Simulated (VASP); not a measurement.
# Cu (I4/mmm) in VASP: notebook

Cu is run at these levels: LDA; tasks: single point.

Everything below comes from runs of VASP 6.6.1. Logs are shortened: lines on timing, memory, paths and dates and some standing lists are left out, and cuts for length are marked.

### 1 The cell of the first run

Symmetry: I4/mmm, No. 139, tetragonal system. Conventional cell: a = 2.886 Å, b = 2.886 Å, c = 2.752 Å, α = 90.00°, β = 90.00°, γ = 90.00°. Cu (site symmetry 4/mmm) has 14 Cu at 2.46 to 2.89 Å within 3.2 Å.

### 2 Single point, LDA

INCAR reads:

```
PREC = Accurate
ENCUT = 600
EDIFF = 1E-6
ISMEAR = 1
SIGMA = 0.5
LREAL = False
LASPH = True
NELM = 120
ALGO = Normal
ISIF = 2
LWAVE = False
LCHARG = False
GGA = CA
NBANDS = 12
GGA_COMPAT = False
```

KPOINTS reads:

```
Automatic mesh
0
Gamma
  15 15 15
```

POSCAR reads:

```
Cu
1.0
   -1.4427933200      1.4427933200      1.3760814500
    1.4427933200     -1.4427933200      1.3760814500
    1.4427933200      1.4427933200     -1.3760814500
Cu
1
Direct
    0.0000000000      0.0000000000      0.0000000000
```

Potentials or basis: VASP PAW LDA potentials, release 64 (Cu).

On the command line:

```
> cat potpaw_LDA.64/Cu/POTCAR > POTCAR
> mpirun -np 1 vasp_std > vasp.out
```

OUTCAR:

```text
PREC = Accurate
   ENCUT = 600
   EDIFF = 1E-6
   ISMEAR = 1
   LREAL = False
   LASPH = True
   NELM = 120
   ISIF = 2
   GGA = CA

 ion  position               nearest neighbor table
   1  0.000  0.000  0.000-

  LATTYP: Found a body centered tetragonal cell.
 ALAT       =     2.8855866400
 C/A-ratio  =     0.9537620052

  Lattice vectors:

 A1 = (  -1.4427933200,   1.4427933200,   1.3760814500)
 A2 = (   1.4427933200,  -1.4427933200,   1.3760814500)
 A3 = (   1.4427933200,   1.4427933200,  -1.3760814500)

Analysis of symmetry for initial positions (statically):
=====================================================================
 Subroutine PRICEL returns:
 Original cell was already a primitive cell.

 Routine SETGRP: Setting up the symmetry group for a
 body centered tetragonal supercell.

 Subroutine GETGRP returns: Found 16 space group operations
 (whereof 16 operations were pure point group operations)
 out of a pool of 16 trial point group operations.

The static configuration has the point symmetry D_4h.

Analysis of symmetry for dynamics (positions and initial velocities):
=====================================================================
 Subroutine PRICEL returns:
 Original cell was already a primitive cell.

 Routine SETGRP: Setting up the symmetry group for a
 body centered tetragonal supercell.

 Subroutine GETGRP returns: Found 16 space group operations
 (whereof 16 operations were pure point group operations)
 out of a pool of 16 trial point group operations.

The dynamic configuration has the point symmetry D_4h.

 Subroutine INISYM returns: Found 16 space group operations
 (whereof 16 operations are pure point group operations),
 and found     1 'primitive' translations

----------------------------------------------------------------------------------------

                                     Primitive cell

  volume of cell :      11.4581

  direct lattice vectors                    reciprocal lattice vectors
    -1.442793320  1.442793320  1.376081450     0.000000000  0.346549983  0.363350585
     1.442793320 -1.442793320  1.376081450     0.346549983  0.000000000  0.363350585
     1.442793320  1.442793320 -1.376081450     0.346549983  0.346549983  0.000000000

  length of vectors
     2.461078074  2.461078074  2.461078074     0.502116060  0.502116060  0.490095685

  position of ions in fractional coordinates (direct lattice)
     0.000000000  0.000000000  0.000000000

  ion indices of the primitive-cell ions
   primitive index   ion index
                 1           1

----------------------------------------------------------------------------------------

 KPOINTS: Automatic mesh

Automatic generation of k-mesh.
 Grid dimensions read from file:
 generate k-points for:   15   15   15

 Generating k-lattice:

  Cartesian coordinates                     Fractional coordinates (reciprocal lattice)
     0.000000000  0.023103332  0.024223372     0.066666667 -0.000000000  0.000000000
     0.023103332  0.000000000  0.024223372    -0.000000000  0.066666667  0.000000000
     0.023103332  0.023103332  0.000000000     0.000000000  0.000000000  0.066666667

  Length of vectors
     0.033474404  0.033474404  0.032673046

  Shift w.r.t. Gamma in fractional coordinates (k-lattice)
     0.000000000  0.000000000  0.000000000

 Subroutine IBZKPT returns following result:
 ===========================================

 Found    288 irreducible k-points:

 Following reciprocal coordinates:
            Coordinates               Weight
  0.000000  0.000000  0.000000      1.000000
  0.066667  0.000000 -0.000000      8.000000
  0.133333  0.000000 -0.000000      8.000000
  0.200000 -0.000000  0.000000      8.000000
  0.266667  0.000000 -0.000000      8.000000
  0.333333  0.000000 -0.000000      8.000000
[... 16 lines left out ...]
  0.133333  0.133333 -0.000000      8.000000
  0.200000  0.133333 -0.000000     16.000000
 [... further k-points ...]
   k-points           NKPTS =    288   k-points in BZ     NKDIM =    288   number of bands    NBANDS=     12
   number of dos      NEDOS =    301   number of ions     NIONS =      1
   total plane-waves  NPLWV =   8000
   dimension x,y,z NGX =    20 NGY =   20 NGZ =   20
   dimension x,y,z NGXF=    40 NGYF=   40 NGZF=   40
   ions per type =               1
   NGX,Y,Z   is equivalent  to a cutoff of  13.51, 13.51, 13.51 a.u.
   NGXF,Y,Z  is equivalent  to a cutoff of  27.02, 27.02, 27.02 a.u.
 SYSTEM =  unknown system
   PREC   = accura    normal or accurate (medium, high low for compatibility)
   ISTART =      0    job   : 0-new  1-cont  2-samecut
   ICHARG =      2    charge: 1-file 2-atom 10-const
   ISPIN  =      1    spin polarized calculation?
   LNONCOLLINEAR =      F non collinear calculations
   LSORBIT =      F    spin-orbit coupling
   LASPH  =      T    aspherical Exc in radial PAW
   ENCUT  =  600.0 eV  44.10 Ry    6.64 a.u.   4.92  4.92  4.92*2*pi/ulx,y,z
   NELM   =    120;   NELMIN=  2; NELMDL= -5     # of ELM steps
   EDIFF  = 0.1E-05   stopping-criterion for ELM
   LREAL  =      F    real-space projection
   EDIFFG = 0.1E-04   stopping-criterion for IOM
   NSW    =      0    number of steps for IOM
   IBRION =     -1    ionic relax: 0-MD 1-quasi-New 2-CG
   NFREE  =      0    steps in history (QN), initial steepest desc. (CG)
   ISIF   =      2    stress and relaxation
   ISYM   =      2    0-nonsym 1-usesym 2-fastsym
   POTIM  = 0.5000    time-step for ionic-motion
   TEBEG  =    0.0;   TEEND  =   0.0 temperature during run
   PSTRESS=    0.0 pullay stress
   NELECT =      11.0000    total number of electrons
   NUPDOWN=      -1.0000    fix difference up-down
   EMIN   =  10.00;   EMAX   =-10.00  energy-range for DOS
   EFERMI =   0.00;   METHOD = LEGACY
   ISMEAR =     1;   SIGMA  =   0.50  broadening in eV -4-tet -1-fermi 0-gaus
   EFERMI_NEDOS =   21; number of points for ismear=-14 and -15
   IALGO  =     38    algorithm
   IMIX   =      4    mixing-type and parameters
     AMIX     =   0.40;   BMIX     =  1.00
     AMIX_MAG =   1.60;   BMIX_MAG =  1.00
  volume/ion in A,a.u.               =      11.46        77.32
  Fermi-wavevector in a.u.,A,eV,Ry     =   1.614984  3.051878 35.486359  2.608174
  Thomas-Fermi vector in A             =   2.709805
   LORBIT       =      0    0 simple, 1 ext, 2 COOP (PROOUT), +10 PAW based schemes
   GGA     = CA    functional components
   LHFCALC =     F    Hartree Fock is set to
   AEXX    =    0.0000 exact exchange contribution
   IVDW    =     0    specifies the selected vdW correction
   LEPSILON=     F    determine dielectric tensor
   LRPA    =     F    only Hartree local field effects (RPA)
 non-spin polarized calculation
 Methfessel and Paxton  Order N= 1 SIGMA  =   0.50
  energy-cutoff  :      600.00
  volume of cell :       11.46
 maximum number of plane-waves:       402
   NGX =  9   NGY =  9   NGZ =  9

 number of electron      11.0000000 magnetization

 Free energy of the ion-electron system (eV)
  ---------------------------------------------------
  ext. energy  EPLUGINS =         0.00000000
  ---------------------------------------------------
  free energy    TOTEN  =        -4.66097037 eV

  energy without entropy =       -4.66494803  energy(sigma->0) =       -4.66229626

 E-fermi :   7.6896     XC(G=0): -13.2809

 val. band max:        7.6850013116   @ k =  -0.2667   0.4000   0.2000
 cond. band min:       7.7005284341   @ k =  -0.2667   0.4667   0.0667
 fundamental gap:      0.0155271225
 Fermi energy:         7.6895887393

 k-point     1 :       0.0000    0.0000    0.0000
  band No.  band energies     occupation
      1      -1.8510      2.00000
      2       4.3567      2.00000
      3       4.5549      2.00000
      4       4.5549      2.00000
      5       5.4446      2.00000
      6       5.6551      2.00000
      7      32.6566      0.00000
      8      32.6566      0.00000
      9      33.9122      0.00000
     10      36.4428      0.00000
     11      36.4428      0.00000
     12      36.7370      0.00000

 k-point     2 :       0.0667    0.0000   -0.0000
  band No.  band energies     occupation
      1      -1.6730      2.00000
      2       4.3648      2.00000
      3       4.5504      2.00000
      4       4.5807      2.00000
      5       5.4448      2.00000
      6       5.6292      2.00000
      7      31.5166      0.00000
      8      32.1859      0.00000
      9      32.6273      0.00000
     10      34.5917      0.00000
     11      35.1076      0.00000
     12      35.7910      0.00000

 k-point     3 :       0.1333    0.0000   -0.0000
  band No.  band energies     occupation
      1      -1.1483      2.00000
      2       4.3041      2.00000
      3       4.5262      2.00000
      4       4.7423      2.00000
      5       5.4427      2.00000
      6       5.5811      2.00000
      7      28.2242      0.00000
      8      30.8199      0.00000
      9      31.1835      0.00000
     10      32.4990      0.00000
     11      34.0058      0.00000
     12      35.9710      0.00000
[... 286 lines left out ...]
 k-point    23 :       0.1333    0.1333   -0.0000
  band No.  band energies     occupation
      1       0.1980      2.00000
      2       4.1649      2.00000
      3       4.3020      2.00000
      4       5.2834      2.00000
      5       5.3977      2.00000
      6       5.6333      2.00000
      7      24.4769      0.00000
      8      25.0893      0.00000
      9      28.3183      0.00000
     10      32.7085      0.00000
     11      34.8135      0.00000
     12      36.2602      0.00000

 k-point    24 :       0.2000    0.1333   -0.0000
  band No.  band energies     occupation
      1       1.2141      2.00000
      2       4.0415      2.00000
      3       4.2109      2.00000
      4       5.3698      2.00000
      5       5.6877      2.00000
      6       5.7850      2.00000
      7      21.2233      0.00000
      8      23.3876      0.00000
      9      26.9941      0.00000
     10      32.2733      0.00000
     11      35.1359      0.00000
     12      36.8950      0.00000

 [... further k-points ...]

------------------------ aborting loop because EDIFF is reached ----------------------------------------

  FORCE on cell =-STRESS in cart. coord.  units (eV):
  Direction    XX          YY          ZZ          XY          YZ          ZX
  --------------------------------------------------------------------------------------
  -------------------------------------------------------------------------------------
  Total       -0.4881397     -0.4881397     -0.5119018      0.0000000     -0.0000000      0.0000000
  in kB      -68.2562334    -68.2562334    -71.5788737      0.0000000     -0.0000000      0.0000000
  external PRESSURE =     -69.3637802 kB  Pullay stress =       0.0000000 kB

 VOLUME and BASIS-vectors are now :
 -----------------------------------------------------------------------------
  energy-cutoff  :      600.00
  volume of cell :       11.46
      direct lattice vectors                 reciprocal lattice vectors
    -1.442793320  1.442793320  1.376081450     0.000000000  0.346549983  0.363350585
     1.442793320 -1.442793320  1.376081450     0.346549983  0.000000000  0.363350585
     1.442793320  1.442793320 -1.376081450     0.346549983  0.346549983  0.000000000

 POSITION                                       TOTAL-FORCE (eV/Angst)
 -----------------------------------------------------------------------------------
      0.00000      0.00000      0.00000        -0.000000      0.000000      0.000000
 -----------------------------------------------------------------------------------
    total drift:                                0.000000     -0.000000      0.000000

  FREE ENERGIE OF THE ION-ELECTRON SYSTEM (eV)
  ---------------------------------------------------
  free  energy   TOTEN  =        -4.6609703683 eV

  energy  without entropy=       -4.6649480309  energy(sigma->0) =       -4.66229626
```

Wall time 20 s (1 thread of Intel Xeon 6975P-C (Granite Rapids), shared host); peak memory 0.15 GiB.

What came out:

| Property | Result |
| --- | --- |
| Free energy | -4.6610 eV |
| Pressure | -6.9 GPa |
| Band gap on the k mesh | zero (an odd number of electrons rules out a gap without spin polarisation) |

Caveat: the cell stands under tension; so wide a smearing shifts energies and pressures.

### 3 Single point, LDA

INCAR reads:

```
ALGO = Normal ; EDIFF = 1E-6
ENCUT = 600 ; GGA = CA
GGA_COMPAT = F ; ISIF = 2
ISMEAR = 1 ; LASPH = T
LCHARG = F ; LREAL = F
LWAVE = F ; NBANDS = 12
NELM = 120 ; PREC = Accurate
SIGMA = 0.3
```

KPOINTS reads:

```
k-points
0
Gamma
  15 15 15
```

POSCAR is that of step 2.

Potentials or basis: VASP PAW LDA potentials, release 64 (Cu).

On the command line:

```
> cat potpaw_LDA.64/Cu/POTCAR > POTCAR
> mpirun -np 1 vasp_std > vasp.out
```

Wall time 18 s (1 thread of Intel Xeon 6975P-C (Granite Rapids), shared host); peak memory 0.15 GiB.

It converged, with:

* Free energy: -4.6620 eV
* Pressure: -6.9 GPa
* Band gap on the k mesh: zero (an odd number of electrons rules out a gap without spin polarisation)

Stress tensor (GPa, compression positive):
```
-6.75  0.00  0.00
 0.00 -6.75  0.00
 0.00  0.00 -7.21
```

Levels at points of the mesh, in eV from the Fermi level:
```tsv
k point	band 4	band 5	band 6	band 7	band 8	band 9
(0.00, 0.00, 0.00)	-3.10	-2.21	-2.00	25.00	25.00	26.25
```

Caveat: the cell stands under tension; so wide a smearing shifts energies and pressures.
